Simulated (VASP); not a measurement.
# BaBr (P6_3/mmc) in VASP: a series of runs

Runs on BaBr. Level: PBE. Tasks: single point.

Program: VASP 6.6.1. These are calculated values, not measurements. Logs are shortened: lines on timing, memory, paths and dates and some standing lists are left out, and cuts for length are marked.

### Step 1. The cell of the first run

The structure is hexagonal, space group P6_3/mmc (No. 194). The conventional cell has a = 4.949 Å, b = 4.949 Å, c = 6.302 Å, α = 90.00°, β = 90.00°, γ = 120.00°. Within 4.1 Å of Ba (site symmetry -3m) lie 2 Ba at 3.15 Å and 6 Br at 3.26 Å. Within 4.3 Å of Br (site symmetry -6m2) lie 6 Ba at 3.26 Å and 6 Br at 4.25 Å.

### Step 2. Single point, PBE

Contents of INCAR:

```
PREC = Accurate ; ENCUT = 520
EDIFF = 1E-7 ; ISMEAR = 0
SIGMA = 0.1 ; LREAL = F
LASPH = T ; NELM = 60
ALGO = Normal ; ISIF = 2
LWAVE = F ; LCHARG = T
GGA = PE ; LELF = T
LVHAR = T ; NBANDS = 25
```

Contents of KPOINTS:

```
Automatic mesh
0
Gamma
  6 6 4
```

Contents of POSCAR:

```
BaBr
1.0
    4.9489852800      0.0000000000      0.0000000000
   -2.4744926400      4.2859469700      0.0000000000
    0.0000000000      0.0000000000      6.3020708300
Ba Br
2 2
Direct
    0.0000000000      0.0000000000      0.5000000000
    0.0000000000      0.0000000000      0.0000000000
    0.3333333300      0.6666666700      0.2500000000
    0.6666666700      0.3333333300      0.7500000000
```

Potentials or basis: VASP PAW PBE potentials, release 64 (Ba_sv, Br).

Started as:

```bash
$ cat potpaw_PBE.64/Ba_sv/POTCAR potpaw_PBE.64/Br/POTCAR > POTCAR
$ mpirun -np 1 vasp_std > vasp.out
```

OUTCAR:

```text
PREC = Accurate
   ENCUT = 520
   EDIFF = 1E-7
   ISMEAR = 0
   LREAL = F
   LASPH = T
   NELM = 60
   ISIF = 2
   GGA = PE

 ion  position               nearest neighbor table
   1  0.000  0.000  0.500-   2 3.15   2 3.15   4 3.26   3 3.26   3 3.26   4 3.26   4 3.26   3 3.26

   2  0.000  0.000  0.000-   1 3.15   1 3.15   4 3.26   3 3.26   3 3.26   4 3.26   4 3.26   3 3.26

   3  0.333  0.667  0.250-   1 3.26   2 3.26   1 3.26   2 3.26   1 3.26   2 3.26
   4  0.667  0.333  0.750-   1 3.26   2 3.26   1 3.26   2 3.26   1 3.26   2 3.26

  LATTYP: Found a hexagonal cell.
 ALAT       =     4.9489852800
 C/A-ratio  =     1.2734066629

  Lattice vectors:

 A1 = (   4.9489852800,   0.0000000000,   0.0000000000)
 A2 = (  -2.4744926400,   4.2859469700,   0.0000000000)
 A3 = (   0.0000000000,   0.0000000000,   6.3020708300)

Analysis of symmetry for initial positions (statically):
=====================================================================
 Subroutine PRICEL returns:
 Original cell was already a primitive cell.

 Routine SETGRP: Setting up the symmetry group for a
 hexagonal supercell.

 Subroutine GETGRP returns: Found 24 space group operations
 (whereof 12 operations were pure point group operations)
 out of a pool of 24 trial point group operations.

The static configuration has the point symmetry D_3d.
 The point group associated with its full space group is D_6h.

Analysis of symmetry for dynamics (positions and initial velocities):
=====================================================================
 Subroutine PRICEL returns:
 Original cell was already a primitive cell.

 Routine SETGRP: Setting up the symmetry group for a
 hexagonal supercell.

 Subroutine GETGRP returns: Found 24 space group operations
 (whereof 12 operations were pure point group operations)
 out of a pool of 24 trial point group operations.

The dynamic configuration has the point symmetry D_3d.
 The point group associated with its full space group is D_6h.

 Subroutine INISYM returns: Found 24 space group operations
 (whereof 12 operations are pure point group operations),
 and found     1 'primitive' translations

----------------------------------------------------------------------------------------

                                     Primitive cell

  volume of cell :     133.6738

  direct lattice vectors                    reciprocal lattice vectors
     4.948985280  0.000000000  0.000000000     0.202061623  0.116660333  0.000000000
    -2.474492640  4.285946970  0.000000000     0.000000000  0.233320666  0.000000000
     0.000000000  0.000000000  6.302070830     0.000000000  0.000000000  0.158678001

  length of vectors
     4.948985280  4.948985275  6.302070830     0.233320665  0.233320666  0.158678001

  position of ions in fractional coordinates (direct lattice)
     0.000000000  0.000000000  0.500000000
     0.000000000  0.000000000  0.000000000
     0.333333330  0.666666670  0.250000000
     0.666666670  0.333333330  0.750000000

  ion indices of the primitive-cell ions
   primitive index   ion index
                 1           1
                 2           2
                 3           3
                 4           4

----------------------------------------------------------------------------------------

 KPOINTS: Automatic mesh

Automatic generation of k-mesh.
 Grid dimensions read from file:
 generate k-points for:    6    6    4

 Generating k-lattice:

  Cartesian coordinates                     Fractional coordinates (reciprocal lattice)
     0.033676937  0.019443389  0.000000000     0.166666667  0.000000000  0.000000000
     0.000000000  0.038886778  0.000000000     0.000000000  0.166666667  0.000000000
     0.000000000  0.000000000  0.039669500     0.000000000  0.000000000  0.250000000

  Length of vectors
     0.038886778  0.038886778  0.039669500

  Shift w.r.t. Gamma in fractional coordinates (k-lattice)
     0.000000000  0.000000000  0.000000000

 Subroutine IBZKPT returns following result:
 ===========================================

 Found     21 irreducible k-points:

 Following reciprocal coordinates:
            Coordinates               Weight
  0.000000  0.000000  0.000000      1.000000
  0.166667 -0.000000  0.000000      6.000000
  0.333333 -0.000000  0.000000      6.000000
  0.500000  0.000000  0.000000      3.000000
  0.166667  0.166667  0.000000      6.000000
  0.333333  0.166667  0.000000     12.000000
[... 13 lines left out ...]
  0.333333  0.166667  0.500000     12.000000
  0.333333  0.333333  0.500000      2.000000
   k-points           NKPTS =     21   k-points in BZ     NKDIM =     21   number of bands    NBANDS=     25
   number of dos      NEDOS =    301   number of ions     NIONS =      4
   total plane-waves  NPLWV =  76800
   dimension x,y,z NGX =    40 NGY =   40 NGZ =   48
   dimension x,y,z NGXF=    80 NGYF=   80 NGZF=   96
   ions per type =               2   2
   NGX,Y,Z   is equivalent  to a cutoff of  13.44, 13.44, 12.66 a.u.
   NGXF,Y,Z  is equivalent  to a cutoff of  26.87, 26.87, 25.32 a.u.
 SYSTEM =  unknown system
   PREC   = accura    normal or accurate (medium, high low for compatibility)
   ISTART =      0    job   : 0-new  1-cont  2-samecut
   ICHARG =      2    charge: 1-file 2-atom 10-const
   ISPIN  =      1    spin polarized calculation?
   LNONCOLLINEAR =      F non collinear calculations
   LSORBIT =      F    spin-orbit coupling
   LASPH  =      T    aspherical Exc in radial PAW
   ENCUT  =  520.0 eV  38.22 Ry    6.18 a.u.   9.20  9.20 11.72*2*pi/ulx,y,z
   NELM   =     60;   NELMIN=  2; NELMDL= -5     # of ELM steps
   EDIFF  = 0.1E-06   stopping-criterion for ELM
   LREAL  =      F    real-space projection
   EDIFFG = 0.1E-05   stopping-criterion for IOM
   NSW    =      0    number of steps for IOM
   IBRION =     -1    ionic relax: 0-MD 1-quasi-New 2-CG
   NFREE  =      0    steps in history (QN), initial steepest desc. (CG)
   ISIF   =      2    stress and relaxation
   ISYM   =      2    0-nonsym 1-usesym 2-fastsym
   POTIM  = 0.5000    time-step for ionic-motion
   TEBEG  =    0.0;   TEEND  =   0.0 temperature during run
   PSTRESS=    0.0 pullay stress
   NELECT =      34.0000    total number of electrons
   NUPDOWN=      -1.0000    fix difference up-down
   EMIN   =  10.00;   EMAX   =-10.00  energy-range for DOS
   EFERMI =   0.00;   METHOD = LEGACY
   ISMEAR =     0;   SIGMA  =   0.10  broadening in eV -4-tet -1-fermi 0-gaus
   EFERMI_NEDOS =   21; number of points for ismear=-14 and -15
   IALGO  =     38    algorithm
   IMIX   =      4    mixing-type and parameters
     AMIX     =   0.40;   BMIX     =  1.00
     AMIX_MAG =   1.60;   BMIX_MAG =  1.00
  volume/ion in A,a.u.               =      33.42       225.52
  Fermi-wavevector in a.u.,A,eV,Ry     =   1.037255  1.960129 14.638493  1.075899
  Thomas-Fermi vector in A             =   2.171685
   LORBIT       =      0    0 simple, 1 ext, 2 COOP (PROOUT), +10 PAW based schemes
   GGA     = PE    functional components
   LHFCALC =     F    Hartree Fock is set to
   AEXX    =    0.0000 exact exchange contribution
   IVDW    =     0    specifies the selected vdW correction
   LEPSILON=     F    determine dielectric tensor
   LRPA    =     F    only Hartree local field effects (RPA)
 non-spin polarized calculation
 Gauss-broadening in eV      SIGMA  =   0.10
  energy-cutoff  :      520.00
  volume of cell :      133.67
 maximum number of plane-waves:      3624
 NGX is ok and might be reduce to    40
   NGX = 19   NGY = 19   NGZ = 23

 number of electron      34.0000001 magnetization

 Free energy of the ion-electron system (eV)
  ---------------------------------------------------
  ext. energy  EPLUGINS =         0.00000000
  ---------------------------------------------------
  free energy    TOTEN  =       -11.75640318 eV

  energy without entropy =      -11.75151819  energy(sigma->0) =      -11.75396068

 E-fermi :   4.7009     XC(G=0):  -8.8027

 val. band max:        4.6532844900   @ k =   0.0000   0.0000   0.2500
 cond. band min:       4.7476635746   @ k =   0.5000   0.0000   0.0000
 fundamental gap:      0.0943790846
 Fermi energy:         4.7009471138

 k-point     1 :       0.0000    0.0000    0.0000
  band No.  band energies     occupation
      1     -24.7905      2.00000
      2     -24.1916      2.00000
      3     -13.1298      2.00000
      4     -12.8282      2.00000
      5     -11.0312      2.00000
      6     -10.0443      2.00000
[... 17 lines left out ...]
     24       9.0705      0.00000
     25       9.0705      0.00000

 k-point     2 :       0.1667   -0.0000    0.0000
  band No.  band energies     occupation
      1     -24.7863      2.00000
      2     -24.1894      2.00000
      3     -13.0693      2.00000
      4     -12.9123      2.00000
      5     -11.1568      2.00000
      6     -10.0653      2.00000
[... 17 lines left out ...]
     24       8.1292      0.00000
     25       8.5000      0.00000

 k-point     3 :       0.3333   -0.0000    0.0000
  band No.  band energies     occupation
      1     -24.7779      2.00000
      2     -24.1851      2.00000
      3     -13.1063      2.00000
      4     -12.8708      2.00000
      5     -11.4426      2.00000
      6     -10.1065      2.00000
[... 17 lines left out ...]
     24       7.8868      0.00000
     25       8.4938      0.00000

 k-point     4 :       0.5000    0.0000    0.0000
  band No.  band energies     occupation
      1     -24.7736      2.00000
      2     -24.1829      2.00000
      3     -13.1766      2.00000
      4     -12.7629      2.00000
      5     -11.6122      2.00000
      6     -10.1267      2.00000
[... 17 lines left out ...]
     24       8.0518      0.00000
     25       8.7909      0.00000
[... 393 lines left out ...]
 k-point    19 :       0.1667    0.1667    0.5000
  band No.  band energies     occupation
      1     -24.4985      2.00000
      2     -24.4985      2.00000
      3     -12.9305      2.00000
      4     -12.9305      2.00000
      5     -10.0728      2.00000
      6     -10.0728      2.00000
[... 17 lines left out ...]
     24       7.8943      0.00000
     25       8.1634      0.00000

 k-point    20 :       0.3333    0.1667    0.5000
  band No.  band energies     occupation
      1     -24.4935      2.00000
      2     -24.4935      2.00000
      3     -12.9646      2.00000
      4     -12.9646      2.00000
      5     -10.1086      2.00000
      6     -10.1086      2.00000
[... 17 lines left out ...]
     24       8.0228      0.00000
     25       8.0804      0.00000

 k-point    21 :       0.3333    0.3333    0.5000
  band No.  band energies     occupation
      1     -24.4919      2.00000
      2     -24.4919      2.00000
      3     -12.9741      2.00000
      4     -12.9741      2.00000
      5     -10.1148      2.00000
      6     -10.1148      2.00000
[... 17 lines left out ...]
     24       7.6563      0.00000
     25       8.4655      0.00000

------------------------ aborting loop because EDIFF is reached ----------------------------------------

  FORCE on cell =-STRESS in cart. coord.  units (eV):
  Direction    XX          YY          ZZ          XY          YZ          ZX
  --------------------------------------------------------------------------------------
  -------------------------------------------------------------------------------------
  Total        2.5173992      2.5173992     10.0650475     -0.0000000      0.0000000      0.0000000
  in kB       30.1728574     30.1728574    120.6369019     -0.0000000      0.0000000      0.0000000
  external PRESSURE =      60.3275389 kB  Pullay stress =       0.0000000 kB

 VOLUME and BASIS-vectors are now :
 -----------------------------------------------------------------------------
  energy-cutoff  :      520.00
  volume of cell :      133.67
      direct lattice vectors                 reciprocal lattice vectors
     4.948985280  0.000000000  0.000000000     0.202061623  0.116660333  0.000000000
    -2.474492640  4.285946970  0.000000000     0.000000000  0.233320666  0.000000000
     0.000000000  0.000000000  6.302070830     0.000000000  0.000000000  0.158678001

 POSITION                                       TOTAL-FORCE (eV/Angst)
 -----------------------------------------------------------------------------------
      0.00000      0.00000      3.15104        -0.000000      0.000000      0.000000
      0.00000      0.00000      0.00000        -0.000000      0.000000      0.000000
     -0.00000      2.85730      1.57552         0.000000     -0.000000     -0.000000
      2.47449      1.42865      4.72655        -0.000000     -0.000000      0.000000
 -----------------------------------------------------------------------------------
    total drift:                               -0.000000      0.000000     -0.000000

  FREE ENERGIE OF THE ION-ELECTRON SYSTEM (eV)
  ---------------------------------------------------
  free  energy   TOTEN  =       -11.7564031782 eV

  energy  without entropy=      -11.7515181908  energy(sigma->0) =      -11.75396068
```

Run time: 66 s. Hardware: 1 thread of AMD EPYC 7R13 (Zen 3), shared host; peak memory 0.25 GiB.

Results:

| Item | Value |
| --- | --- |
| Free energy | -11.7564 eV |
| Pressure | 6.0 GPa |
| Band gap on the k mesh | zero (band 17 reaches 5.93 eV, above the bottom of band 18 at 4.15 eV) |

Stress tensor (GPa, compression positive):
```
 3.02  0.00  0.00
 0.00  3.02  0.00
 0.00  0.00 12.06
```

Caveat: spin-orbit coupling is left out, which moves the levels of the heavy elements.

### Step 3. Single point, PBE

This run uses another cell than the first one, of 37.16 Å³/atom, 1.112 times its volume.

Contents of INCAR:

```
ALGO = Normal ; EDIFF = 1E-6
ENCUT = 520 ; GGA = PE
ISIF = 2 ; ISMEAR = 0
LASPH = True ; LCHARG = False
LREAL = False ; LWAVE = False
NBANDS = 25 ; NELM = 100
PREC = Accurate ; SIGMA = 0.1
```

Contents of KPOINTS:

```
k-points
0
Gamma
  6 6 4
```

Contents of POSCAR:

```
BaBr
1.0
    4.2759014501      0.0000000000      0.0000000000
   -2.1379507251      3.7030392799      0.0000000000
    0.0000000000      0.0000000000      9.3872336777
Ba Br
2 2
Direct
    0.0000000000      0.0000000000      0.5000000000
    0.0000000000      0.0000000000      0.0000000000
    0.3333333333      0.6666666667      0.2500000000
    0.6666666667      0.3333333333      0.7500000000
```

Potentials or basis: VASP PAW PBE potentials, release 64 (Ba_sv, Br).

Started as:

```bash
$ cat potpaw_PBE.64/Ba_sv/POTCAR potpaw_PBE.64/Br/POTCAR > POTCAR
$ mpirun -np 1 vasp_std > vasp.out
```

OUTCAR:

```text
EDIFF = 1E-6
   ENCUT = 520
   GGA = PE
   ISIF = 2
   ISMEAR = 0
   LASPH = True
   LREAL = False
   NELM = 100
   PREC = Accurate

 ion  position               nearest neighbor table
   1  0.000  0.000  0.500-   3 3.41   4 3.41   4 3.41   3 3.41   4 3.41   3 3.41   2 4.69   2 4.69

   2  0.000  0.000  0.000-   3 3.41   4 3.41   4 3.41   3 3.41   4 3.41   3 3.41   1 4.69   1 4.69

   3  0.333  0.667  0.250-   1 3.41   2 3.41   1 3.41   2 3.41   1 3.41   2 3.41
   4  0.667  0.333  0.750-   1 3.41   2 3.41   1 3.41   2 3.41   1 3.41   2 3.41

  LATTYP: Found a hexagonal cell.
 ALAT       =     4.2759014501
 C/A-ratio  =     2.1953812049

  Lattice vectors:

 A1 = (   4.2759014501,   0.0000000000,   0.0000000000)
 A2 = (  -2.1379507251,   3.7030392799,   0.0000000000)
 A3 = (   0.0000000000,   0.0000000000,   9.3872336777)

Analysis of symmetry for initial positions (statically):
=====================================================================
 Subroutine PRICEL returns:
[... 170 lines left out ...]
  free energy    TOTEN  =       -13.13155671 eV

  energy without entropy =      -13.10803622  energy(sigma->0) =      -13.11979647

 E-fermi :   4.0323     XC(G=0):  -8.4593

 val. band max:        4.0014437812   @ k =   0.3333   0.1667   0.2500
 cond. band min:       4.0728323879   @ k =   0.3333   0.0000   0.0000
 fundamental gap:      0.0713886067
 Fermi energy:         4.0323001722

 k-point     1 :       0.0000    0.0000    0.0000
  band No.  band energies     occupation
      1     -25.1909      2.00000
      2     -25.1789      2.00000
      3     -13.4455      2.00000
      4     -13.1667      2.00000
      5     -10.4635      2.00000
      6     -10.1576      2.00000
[... 577 lines left out ...]
     24       6.6563      0.00000
     25       8.4348      0.00000

------------------------ aborting loop because EDIFF is reached ----------------------------------------

  FORCE on cell =-STRESS in cart. coord.  units (eV):
  Direction    XX          YY          ZZ          XY          YZ          ZX
  --------------------------------------------------------------------------------------
  -------------------------------------------------------------------------------------
  Total        0.3677552      0.3677552      0.5251420     -0.0000000     -0.0000000      0.0000000
  in kB        3.9641108      3.9641108      5.6606165     -0.0000000     -0.0000000      0.0000000
  external PRESSURE =       4.5296127 kB  Pullay stress =       0.0000000 kB

 VOLUME and BASIS-vectors are now :
 -----------------------------------------------------------------------------
  energy-cutoff  :      520.00
  volume of cell :      148.64
      direct lattice vectors                 reciprocal lattice vectors
     4.275901450  0.000000000  0.000000000     0.233868814  0.135024223  0.000000000
    -2.137950725  3.703039280  0.000000000     0.000000000  0.270048445  0.000000000
     0.000000000  0.000000000  9.387233678     0.000000000  0.000000000  0.106527656

 POSITION                                       TOTAL-FORCE (eV/Angst)
 -----------------------------------------------------------------------------------
      0.00000      0.00000      4.69362         0.000000      0.000000      0.000000
      0.00000      0.00000      0.00000         0.000000      0.000000      0.000000
     -0.00000      2.46869      2.34681        -0.000000      0.000000      0.000000
      2.13795      1.23435      7.04043         0.000000     -0.000000     -0.000000
 -----------------------------------------------------------------------------------
    total drift:                                0.000000     -0.000000      0.000000

  FREE ENERGIE OF THE ION-ELECTRON SYSTEM (eV)
  ---------------------------------------------------
  free  energy   TOTEN  =       -13.1315567107 eV

  energy  without entropy=      -13.1080362230  energy(sigma->0) =      -13.11979647
```

OSZICAR:

```text
N       E                     dE             d eps       ncg     rms          rms(c)
DAV:   1     0.233239265336E+03    0.23324E+03   -0.14473E+04  1050   0.117E+03
DAV:   2     0.464088017018E+01   -0.22860E+03   -0.21981E+03  1460   0.217E+02
DAV:   3    -0.126724649417E+02   -0.17313E+02   -0.17102E+02  1420   0.632E+01
DAV:   4    -0.131570069337E+02   -0.48454E+00   -0.48357E+00  1618   0.963E+00
DAV:   5    -0.131638234000E+02   -0.68165E-02   -0.68143E-02  1345   0.111E+00    0.504E+00
DAV:   6    -0.131284762775E+02    0.35347E-01   -0.60396E-02  1387   0.129E+00    0.306E+00
DAV:   7    -0.131290890402E+02   -0.61276E-03   -0.98607E-02  1368   0.210E+00    0.260E-01
DAV:   8    -0.131307431559E+02   -0.16541E-02   -0.29560E-03  1267   0.314E-01    0.106E-01
DAV:   9    -0.131314900519E+02   -0.74690E-03   -0.80578E-04  1280   0.182E-01    0.315E-02
DAV:  10    -0.131315403030E+02   -0.50251E-04   -0.10854E-04  1412   0.558E-02    0.114E-02
DAV:  11    -0.131315561120E+02   -0.15809E-04   -0.27114E-05  1232   0.300E-02    0.341E-03
DAV:  12    -0.131315567107E+02   -0.59870E-06   -0.21298E-06  1330   0.651E-03
   1 F= -.13131557E+02 E0= -.13119796E+02  d E =-.235205E-01
```

stdout:

```text
POSCAR found type information on POSCAR BaBr
 POSCAR found :  2 types and       4 ions
 scaLAPACK will be used
 LDA part: xc-table for (Slater+PW92), standard interpolation
 POSCAR, INCAR and KPOINTS ok, starting setup
 FFT: planning ... GRIDC
 FFT: planning ... GRID_SOFT
 FFT: planning ... GRID
 WAVECAR not read
 entering main loop
```

Run time: 66 s. Hardware: 1 thread of AMD EPYC 7R13 (Zen 3), shared host; peak memory 0.25 GiB.

Results:

| Item | Value |
| --- | --- |
| Free energy | -13.1316 eV |
| Pressure | 0.5 GPa |
| Band gap on the k mesh | zero (band 17 reaches 4.99 eV, above the bottom of band 18 at 3.55 eV) |

Levels at points of the mesh, in eV from the Fermi level:
| k point | band 15 | band 16 | band 17 | band 18 | band 19 | band 20 |
| --- | --- | --- | --- | --- | --- | --- |
| (0.00, 0.00, 0.00) | -4.64 | -4.64 | -1.44 | 0.16 | 0.53 | 1.22 |
| (0.50, 0.00, 0.00) | -5.11 | -4.85 | -0.72 | -0.33 | 1.22 | 2.38 |
| (0.00, 0.00, 0.50) | -4.79 | -4.79 | -0.49 | -0.49 | 0.96 | 0.96 |
| (0.50, 0.00, 0.50) | -5.04 | -5.04 | -0.41 | -0.41 | 1.76 | 1.76 |

Caveat: spin-orbit coupling is left out, which moves the levels of the heavy elements.
